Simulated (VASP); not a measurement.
A run of VASP 6.6.1 is set up as follows.

INCAR

```
SYSTEM = Fe
  PREC = Accurate
  ENCUT = 520
  EDIFF = 1E-6
  ISMEAR = -1
  SIGMA = 0.05
  LREAL = .FALSE.
  LASPH = .TRUE.
  NELM = 150
  ALGO = Normal
  ISIF = 2
  LWAVE = .FALSE.
  LCHARG = .FALSE.
  ISPIN = 2
  MAGMOM = 3.8
  LORBIT = 11
  NUPDOWN = 3.8
  LMAXMIX = 4
  GGA = PE
  NBANDS = 14
```

KPOINTS

```
regular mesh
0
G
  11 11 11
  0 0 0
```

Contents of POSCAR:

```
Fe
1.0
    0.0000000000      1.9417396906      1.9651051623
    1.4984397099      0.0000000000      1.9651051623
    1.4984397099      1.9417396906      0.0000000000
Fe
1
Direct
    0.0000000000      0.0000000000      0.0000000000
```

Potentials or basis: VASP PAW PBE potentials, release 64 (Fe).

The run is started by

```console
$ cat potpaw_PBE.64/Fe/POTCAR > POTCAR
$ mpirun -np 1 vasp_std > vasp.out
```

What does it give for the pressure?

55.6 GPa.

Stress tensor (GPa, compression positive):
```
56.07  0.00  0.00
 0.00 56.74  0.00
 0.00  0.00 53.88
```

Caveat: the total moment is fixed, so each spin has its own Fermi level.
